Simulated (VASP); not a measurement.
Wanted: the native input for a VASP 6.6.1 run.

```yaml
Task: single point
Functional: PBE
Potentials_or_basis: VASP PAW PBE potentials, release 64 (Ga_d, As, Se)
Cutoff: 500 eV
k_mesh: 3 × 3 × 3
Occupations: gaussian, width 0.15 eV
Spin: no spin polarisation
Dipole_correction: no
Further_INCAR_settings: ALGO = Normal; EDIFF = 1e-06; NBANDS = 26
```

The structure of GaAsSe3 lies in POSCAR:

```
GaAsSe3
1.0
    4.7625904675      0.0000000000      0.0000000000
    0.0000000000      4.7625904675      0.0000000000
    0.0000000000      0.0000000000      5.8314575826
Ga As Se
1 1 3
Direct
    0.5000000000      0.5000000000      0.6106642081
    0.0000000000      0.0000000000      0.2181266390
    0.0000000000      0.5000000000      0.4242659172
    0.5000000000      0.0000000000      0.4242659172
    0.5000000000      0.5000000000      1.0128773286
```

The input as run:

INCAR

```
SYSTEM = GaAsSe3
ALGO = Normal ; EDIFF = 1E-6
ENCUT = 500 ; GGA = PE
GGA_COMPAT = .FALSE. ; ISIF = 2
ISMEAR = 0 ; LASPH = .TRUE.
LCHARG = .TRUE. ; LELF = .TRUE.
LREAL = .FALSE. ; LVHAR = .TRUE.
LWAVE = .FALSE. ; NBANDS = 26
NELM = 120 ; PREC = Accurate
SIGMA = 0.15
```

KPOINTS

```
k-points
0
G
  3 3 3
  0 0 0
```

Potentials or basis: VASP PAW PBE potentials, release 64 (Ga_d, As, Se).

Run with:

```sh
$ cat potpaw_PBE.64/Ga_d/POTCAR potpaw_PBE.64/As/POTCAR potpaw_PBE.64/Se/POTCAR > POTCAR
$ mpirun -np 1 vasp_std > vasp.out
```

It gave:

```json
{
  "Pressure": "0.2 GPa",
  "Largest force": "0.064 eV/Å",
  "Band gap on the k mesh": "zero (band 18 reaches 2.59 eV, above the bottom of band 19 at 1.95 eV)"
}
```

Caveat: the k points lie up to 0.44 Å⁻¹ apart.

Wall time 36 s on 1 thread of Intel Xeon 8259CL, with other jobs on the host, peak memory 0.24 GiB.
